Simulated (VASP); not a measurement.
Runs of VASP 6.6.1 on Mg3TiB4. The structure is that of space group Im-3m (No. 229), or close to it. The cells are those of the table. 

```tsv
task	spin	cell	k mesh	cutoff (eV)	gap on the mesh (eV)	pressure (GPa)	relaxed volume (Å³/atom)
relaxation of cell and atoms	off	relaxed from a = 4.939 Å, angles 109.5°, 8 atoms	10 × 10 × 10	600	none	0.1	11.47
relaxation of cell and atoms	off	relaxed from a = 5.035 Å, angles 109.5°, 8 atoms	4 × 4 × 4	600	none	0.0	(a)
single point	collinear	a = 4.939 Å, angles 109.5°, 8 atoms	4 × 4 × 4	520	none	0.0	-
single point	off	a = 4.939 Å, angles 109.5°, 8 atoms	4 × 4 × 4	520	none	0.0	-
single point	off	a = 4.926 Å, angles 109.5°, 8 atoms	10 × 10 × 10	520	none	-0.2	-
single point	off	a = 5.035 Å, angles 109.5°, 8 atoms	4 × 4 × 4	520	none	-5.7	-
```

Alike in all rows: level PBE; potentials or basis VASP PAW PBE potentials, release 64 (Mg, Ti_sv, B); smearing gaussian 0.1 eV.

Q: Estimate the missing entries.

A: (a) 11.59.

Caveats: some runs use coarse meshes.

A gap of «none» marks levels without a gap at the run's occupations.
